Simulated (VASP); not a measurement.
# SnBr4Cl (P4mm) in VASP: notebook

SnBr4Cl is run at these levels: PBE; tasks: single point, relaxation of cell and atoms.

All numbers are computed with VASP 6.6.1; they aren't measurements. Logs are shortened: lines on timing, memory, paths and dates and some standing lists are left out, and cuts for length are marked.

## Step 1: The cell of the first run

The structure is tetragonal, space group P4mm (No. 99). The conventional cell has a = 3.959 Å, b = 3.959 Å, c = 11.548 Å, α = 90.00°, β = 90.00°, γ = 90.00°. Within 4.0 Å of Sn (site symmetry 4mm) lie 5 Br at 3.02 to 3.14 Å and 4 Sn at 3.96 Å. Br (site symmetry 4mm) has 4 Cl at 3.17 Å and 9 Br at 3.40 to 3.96 Å within 4.2 Å. Within 4.0 Å of Br (site symmetry 4mm) lie 4 Sn at 3.02 Å and 9 Br at 3.45 to 3.96 Å. Within 4.1 Å of Br (site symmetry 4mm) lie 1 Sn at 3.14 Å and 13 Br at 3.34 to 3.96 Å. Within 4.4 Å of Br (site symmetry 4mm) lie 13 Br at 3.34 to 3.96 Å and 1 Cl at 3.42 Å. Cl (site symmetry 4mm) has 6 Br at 3.17 to 4.30 Å and 4 Cl at 3.96 Å and 4 Sn at 4.23 Å within 4.3 Å.

The cell was generated, and may not be a known phase.

## Step 2: Single point, PBE

INCAR

```
PREC     = Accurate       # precision mode
ENCUT    = 520            # plane-wave cutoff, eV
EDIFF    = 1E-6           # SCF threshold, eV
ISMEAR   = 0              # smearing method
SIGMA    = 0.1            # smearing width, eV
LREAL    = F              # projectors in reciprocal space
LASPH    = T              # aspherical terms in the spheres
NELM     = 60             # most SCF steps
ALGO     = Normal         # electronic algorithm
ISIF     = 2              # what is computed and relaxed
LWAVE    = F              # write WAVECAR
LCHARG   = F              # write CHGCAR
GGA      = PE             # functional
NBANDS   = 34             # bands
```

KPOINTS

```
regular mesh
0
Gamma
  4 4 2
```

POSCAR

```
SnBr4Cl
1.0
    3.9591771000      0.0000000000      0.0000000000
    0.0000000000      3.9591771000      0.0000000000
    0.0000000000      0.0000000000     11.5481145000
Sn Br Cl
1 4 1
Direct
    0.5000000000      0.5000000000      0.6467160000
    0.5000000000      0.5000000000      0.2433270100
    0.0000000000      0.0000000000      0.7440829900
    0.5000000000      0.5000000000      0.9182549700
    0.0000000000      0.0000000000      0.0755200000
    0.0000000000      0.0000000000      0.3720980000
```

Potentials or basis: VASP PAW PBE potentials, release 64 (Sn_d, Br, Cl).

On the command line:

```
$ cat potpaw_PBE.64/Sn_d/POTCAR potpaw_PBE.64/Br/POTCAR potpaw_PBE.64/Cl/POTCAR > POTCAR
$ mpirun -np 1 vasp_std > vasp.out
```

OUTCAR:

```text
PREC = Accurate
   ENCUT = 520
   EDIFF = 1E-6
   ISMEAR = 0
   LREAL = F
   LASPH = T
   NELM = 60
   ISIF = 2
   GGA = PE

 ion  position               nearest neighbor table
   1  0.500  0.500  0.647-   3 3.02   3 3.02   3 3.02   3 3.02   4 3.14
   2  0.500  0.500  0.243-
   3  0.000  0.000  0.744-   1 3.02   1 3.02   1 3.02   1 3.02
   4  0.500  0.500  0.918-   1 3.14
   5  0.000  0.000  0.076-
   6  0.000  0.000  0.372-

  LATTYP: Found a simple tetragonal cell.
 ALAT       =     3.9591771000
 C/A-ratio  =     2.9167966495

  Lattice vectors:

 A1 = (   3.9591771000,   0.0000000000,   0.0000000000)
 A2 = (   0.0000000000,   3.9591771000,   0.0000000000)
 A3 = (   0.0000000000,   0.0000000000,  11.5481145000)

Analysis of symmetry for initial positions (statically):
=====================================================================
 Subroutine PRICEL returns:
 Original cell was already a primitive cell.

 Routine SETGRP: Setting up the symmetry group for a
 simple tetragonal supercell.

 Subroutine GETGRP returns: Found  8 space group operations
 (whereof  8 operations were pure point group operations)
 out of a pool of 16 trial point group operations.

The static configuration has the point symmetry C_4v.

Analysis of symmetry for dynamics (positions and initial velocities):
=====================================================================
 Subroutine PRICEL returns:
 Original cell was already a primitive cell.

 Routine SETGRP: Setting up the symmetry group for a
 simple tetragonal supercell.

 Subroutine GETGRP returns: Found  8 space group operations
 (whereof  8 operations were pure point group operations)
 out of a pool of 16 trial point group operations.

The dynamic configuration has the point symmetry C_4v.

 Subroutine INISYM returns: Found  8 space group operations
 (whereof  8 operations are pure point group operations),
 and found     1 'primitive' translations

----------------------------------------------------------------------------------------

                                     Primitive cell

  volume of cell :     181.0177

  direct lattice vectors                    reciprocal lattice vectors
     3.959177100  0.000000000  0.000000000     0.252577739  0.000000000  0.000000000
     0.000000000  3.959177100  0.000000000     0.000000000  0.252577739  0.000000000
     0.000000000  0.000000000 11.548114500     0.000000000  0.000000000  0.086594223

  length of vectors
     3.959177100  3.959177100 11.548114500     0.252577739  0.252577739  0.086594223

  position of ions in fractional coordinates (direct lattice)
     0.500000000  0.500000000  0.646716000
     0.500000000  0.500000000  0.243327010
     0.000000000  0.000000000  0.744082990
     0.500000000  0.500000000  0.918254970
     0.000000000  0.000000000  0.075520000
     0.000000000  0.000000000  0.372098000

  ion indices of the primitive-cell ions
   primitive index   ion index
                 1           1
                 2           2
                 3           3
                 4           4
                 5           5
                 6           6

----------------------------------------------------------------------------------------

 KPOINTS: regular mesh

Automatic generation of k-mesh.
 Grid dimensions read from file:
 generate k-points for:    4    4    2

 Generating k-lattice:

  Cartesian coordinates                     Fractional coordinates (reciprocal lattice)
     0.063144435  0.000000000  0.000000000     0.250000000  0.000000000  0.000000000
     0.000000000  0.063144435  0.000000000     0.000000000  0.250000000  0.000000000
     0.000000000  0.000000000  0.043297111     0.000000000  0.000000000  0.500000000

  Length of vectors
     0.063144435  0.063144435  0.043297111

  Shift w.r.t. Gamma in fractional coordinates (k-lattice)
     0.000000000  0.000000000  0.000000000

 Subroutine IBZKPT returns following result:
 ===========================================

 Found     12 irreducible k-points:

 Following reciprocal coordinates:
            Coordinates               Weight
  0.000000  0.000000  0.000000      1.000000
  0.250000  0.000000  0.000000      4.000000
  0.500000  0.000000  0.000000      2.000000
  0.250000  0.250000  0.000000      4.000000
  0.500000  0.250000  0.000000      4.000000
  0.500000  0.500000  0.000000      1.000000
  0.000000  0.000000  0.500000      1.000000
  0.250000  0.000000  0.500000      4.000000
  0.500000  0.000000  0.500000      2.000000
  0.250000  0.250000  0.500000      4.000000
  0.500000  0.250000  0.500000      4.000000
  0.500000  0.500000  0.500000      1.000000
   k-points           NKPTS =     12   k-points in BZ     NKDIM =     12   number of bands    NBANDS=     34
   number of dos      NEDOS =    301   number of ions     NIONS =      6
   total plane-waves  NPLWV =  81000
   dimension x,y,z NGX =    30 NGY =   30 NGZ =   90
   dimension x,y,z NGXF=    60 NGYF=   60 NGZF=  180
   ions per type =               1   4   1
   NGX,Y,Z   is equivalent  to a cutoff of  12.60, 12.60, 12.96 a.u.
   NGXF,Y,Z  is equivalent  to a cutoff of  25.19, 25.19, 25.91 a.u.
 SYSTEM =  unknown system
   PREC   = accura    normal or accurate (medium, high low for compatibility)
   ISTART =      0    job   : 0-new  1-cont  2-samecut
   ICHARG =      2    charge: 1-file 2-atom 10-const
   ISPIN  =      1    spin polarized calculation?
   LNONCOLLINEAR =      F non collinear calculations
   LSORBIT =      F    spin-orbit coupling
   LASPH  =      T    aspherical Exc in radial PAW
   ENCUT  =  520.0 eV  38.22 Ry    6.18 a.u.   7.36  7.36 21.47*2*pi/ulx,y,z
   NELM   =     60;   NELMIN=  2; NELMDL= -5     # of ELM steps
   EDIFF  = 0.1E-05   stopping-criterion for ELM
   LREAL  =      F    real-space projection
   EDIFFG = 0.1E-04   stopping-criterion for IOM
   NSW    =      0    number of steps for IOM
   IBRION =     -1    ionic relax: 0-MD 1-quasi-New 2-CG
   NFREE  =      0    steps in history (QN), initial steepest desc. (CG)
   ISIF   =      2    stress and relaxation
   ISYM   =      2    0-nonsym 1-usesym 2-fastsym
   POTIM  = 0.5000    time-step for ionic-motion
   TEBEG  =    0.0;   TEEND  =   0.0 temperature during run
   PSTRESS=    0.0 pullay stress
   NELECT =      49.0000    total number of electrons
   NUPDOWN=      -1.0000    fix difference up-down
   EMIN   =  10.00;   EMAX   =-10.00  energy-range for DOS
   EFERMI =   0.00;   METHOD = LEGACY
   ISMEAR =     0;   SIGMA  =   0.10  broadening in eV -4-tet -1-fermi 0-gaus
   EFERMI_NEDOS =   21; number of points for ismear=-14 and -15
   IALGO  =     38    algorithm
   IMIX   =      4    mixing-type and parameters
     AMIX     =   0.40;   BMIX     =  1.00
     AMIX_MAG =   1.60;   BMIX_MAG =  1.00
  volume/ion in A,a.u.               =      30.17       203.59
  Fermi-wavevector in a.u.,A,eV,Ry     =   1.059010  2.001238 15.258951  1.121501
  Thomas-Fermi vector in A             =   2.194340
   LORBIT       =      0    0 simple, 1 ext, 2 COOP (PROOUT), +10 PAW based schemes
   GGA     = PE    functional components
   LHFCALC =     F    Hartree Fock is set to
   AEXX    =    0.0000 exact exchange contribution
   IVDW    =     0    specifies the selected vdW correction
   LEPSILON=     F    determine dielectric tensor
   LRPA    =     F    only Hartree local field effects (RPA)
 non-spin polarized calculation
 Gauss-broadening in eV      SIGMA  =   0.10
  energy-cutoff  :      520.00
  volume of cell :      181.02
 maximum number of plane-waves:      4922
 NGX is ok and might be reduce to    30
   NGX = 15   NGY = 15   NGZ = 43

 number of electron      49.0000000 magnetization

 Free energy of the ion-electron system (eV)
  ---------------------------------------------------
  ext. energy  EPLUGINS =         0.00000000
  ---------------------------------------------------
  free energy    TOTEN  =       -11.16700336 eV

  energy without entropy =      -11.11568304  energy(sigma->0) =      -11.14134320

 E-fermi :   1.6001     XC(G=0):  -8.6293

 val. band max:        1.5656477507   @ k =   0.5000   0.0000   0.5000
 cond. band min:       1.6011704102   @ k =   0.5000   0.2500   0.0000
 fundamental gap:      0.0355226595
 Fermi energy:         1.6000967779

 k-point     1 :       0.0000    0.0000    0.0000
  band No.  band energies     occupation
      1     -20.4900      2.00000
      2     -20.4553      2.00000
      3     -20.4096      2.00000
      4     -20.4096      2.00000
      5     -20.4028      2.00000
      6     -14.1785      2.00000
[... 26 lines left out ...]
     33       9.1788      0.00000
     34       9.7213      0.00000

 k-point     2 :       0.2500    0.0000    0.0000
  band No.  band energies     occupation
      1     -20.4802      2.00000
      2     -20.4605      2.00000
      3     -20.4157      2.00000
      4     -20.4090      2.00000
      5     -20.3965      2.00000
      6     -14.0058      2.00000
[... 26 lines left out ...]
     33      10.0142      0.00000
     34      10.2083      0.00000

 k-point     3 :       0.5000    0.0000    0.0000
  band No.  band energies     occupation
      1     -20.4714      2.00000
      2     -20.4658      2.00000
      3     -20.4214      2.00000
      4     -20.4084      2.00000
      5     -20.3896      2.00000
      6     -13.8090      2.00000
[... 26 lines left out ...]
     33      10.1822      0.00000
     34      10.3856      0.00000

 k-point     4 :       0.2500    0.2500    0.0000
  band No.  band energies     occupation
      1     -20.4692      2.00000
      2     -20.4689      2.00000
      3     -20.4149      2.00000
      4     -20.4134      2.00000
      5     -20.3922      2.00000
      6     -13.8586      2.00000
[... 26 lines left out ...]
     33      10.3621      0.00000
     34      11.0867      0.00000

 k-point     5 :       0.5000    0.2500    0.0000
  band No.  band energies     occupation
      1     -20.4771      2.00000
      2     -20.4592      2.00000
      3     -20.4191      2.00000
      4     -20.4128      2.00000
      5     -20.3869      2.00000
      6     -13.6965      2.00000
[... 26 lines left out ...]
     33      10.1515      0.00000
     34      10.7082      0.00000

 k-point     6 :       0.5000    0.5000    0.0000
  band No.  band energies     occupation
      1     -20.4879      2.00000
      2     -20.4478      2.00000
      3     -20.4173      2.00000
      4     -20.4173      2.00000
      5     -20.3834      2.00000
      6     -13.5780      2.00000
[... 26 lines left out ...]
     33      10.8008      0.00000
     34      11.1743      0.00000

 k-point     7 :       0.0000    0.0000    0.5000
  band No.  band energies     occupation
      1     -20.4900      2.00000
      2     -20.4553      2.00000
      3     -20.4097      2.00000
      4     -20.4097      2.00000
      5     -20.4028      2.00000
      6     -14.1782      2.00000
[... 26 lines left out ...]
     33       9.9609      0.00000
     34      10.0089      0.00000

 k-point     8 :       0.2500    0.0000    0.5000
  band No.  band energies     occupation
      1     -20.4802      2.00000
      2     -20.4605      2.00000
      3     -20.4157      2.00000
      4     -20.4090      2.00000
      5     -20.3965      2.00000
      6     -14.0057      2.00000
[... 26 lines left out ...]
     33       9.9427      0.00000
     34      10.2254      0.00000

 k-point     9 :       0.5000    0.0000    0.5000
  band No.  band energies     occupation
      1     -20.4714      2.00000
      2     -20.4658      2.00000
      3     -20.4214      2.00000
      4     -20.4084      2.00000
      5     -20.3896      2.00000
      6     -13.8090      2.00000
[... 26 lines left out ...]
     33      10.0420      0.00000
     34      10.7814      0.00000

 k-point    10 :       0.2500    0.2500    0.5000
  band No.  band energies     occupation
      1     -20.4692      2.00000
      2     -20.4689      2.00000
      3     -20.4149      2.00000
      4     -20.4134      2.00000
      5     -20.3922      2.00000
      6     -13.8585      2.00000
[... 26 lines left out ...]
     33      10.3440      0.00000
     34      11.1185      0.00000

 k-point    11 :       0.5000    0.2500    0.5000
  band No.  band energies     occupation
      1     -20.4771      2.00000
      2     -20.4592      2.00000
      3     -20.4191      2.00000
      4     -20.4128      2.00000
      5     -20.3869      2.00000
      6     -13.6965      2.00000
[... 26 lines left out ...]
     33      10.4123      0.00000
     34      10.7826      0.00000

 k-point    12 :       0.5000    0.5000    0.5000
  band No.  band energies     occupation
      1     -20.4879      2.00000
      2     -20.4478      2.00000
      3     -20.4173      2.00000
      4     -20.4173      2.00000
      5     -20.3834      2.00000
      6     -13.5779      2.00000
[... 26 lines left out ...]
     33      10.8183      0.00000
     34      10.8281      0.00000

------------------------ aborting loop because EDIFF is reached ----------------------------------------

  FORCE on cell =-STRESS in cart. coord.  units (eV):
  Direction    XX          YY          ZZ          XY          YZ          ZX
  --------------------------------------------------------------------------------------
  -------------------------------------------------------------------------------------
  Total        1.0693979      1.0693979     -4.4334380      0.0000000      0.0000000      0.0000000
  in kB        9.4651823      9.4651823    -39.2401162      0.0000000      0.0000000      0.0000000
  external PRESSURE =      -6.7699172 kB  Pullay stress =       0.0000000 kB

 VOLUME and BASIS-vectors are now :
 -----------------------------------------------------------------------------
  energy-cutoff  :      520.00
  volume of cell :      181.02
      direct lattice vectors                 reciprocal lattice vectors
     3.959177100  0.000000000  0.000000000     0.252577739  0.000000000  0.000000000
     0.000000000  3.959177100  0.000000000     0.000000000  0.252577739  0.000000000
     0.000000000  0.000000000 11.548114500     0.000000000  0.000000000  0.086594223

 POSITION                                       TOTAL-FORCE (eV/Angst)
 -----------------------------------------------------------------------------------
      1.97959      1.97959      7.46835        -0.000000     -0.000000      0.733405
      1.97959      1.97959      2.80997        -0.000000      0.000000     -0.236887
      0.00000      0.00000      8.59276         0.000000     -0.000000     -0.570223
      1.97959      1.97959     10.60411        -0.000000      0.000000     -0.799681
      0.00000      0.00000      0.87211        -0.000000     -0.000000      0.535803
      0.00000      0.00000      4.29703         0.000000     -0.000000      0.337583
 -----------------------------------------------------------------------------------
    total drift:                                0.000000      0.000000      0.001464

  FREE ENERGIE OF THE ION-ELECTRON SYSTEM (eV)
  ---------------------------------------------------
  free  energy   TOTEN  =       -11.1670033565 eV

  energy  without entropy=      -11.1156830432  energy(sigma->0) =      -11.14134320
```

It took 1.7 min on 1 thread of AMD EPYC 7R43 (Zen 3), shared host; peak memory 0.26 GiB.

Results:

```
Free energy            : -11.1670 eV
Pressure               : -0.7 GPa
Largest force          : 0.800 eV/Å
Band gap on the k mesh : zero (an odd number of electrons rules out a gap without spin polarisation)
```

Forces in eV/Å, atoms in the order of the input:
```
Sn   0.000  0.000  0.733
Br   0.000  0.000 -0.237
Br   0.000  0.000 -0.570
Br   0.000  0.000 -0.800
Br   0.000  0.000  0.536
Cl   0.000  0.000  0.338
```

Caveat: the k points lie up to 0.40 Å⁻¹ apart, too coarse for converged energies and pressures of a metal; spin-orbit coupling is left out, which moves the levels of the heavy elements; an odd number of electrons without spin polarisation forces a metal; a magnetic or distorted state may lie lower.

(Continued in part 2 of 3.)

The gap in the log of VASP goes by the Fermi energy; the results here count the filled bands.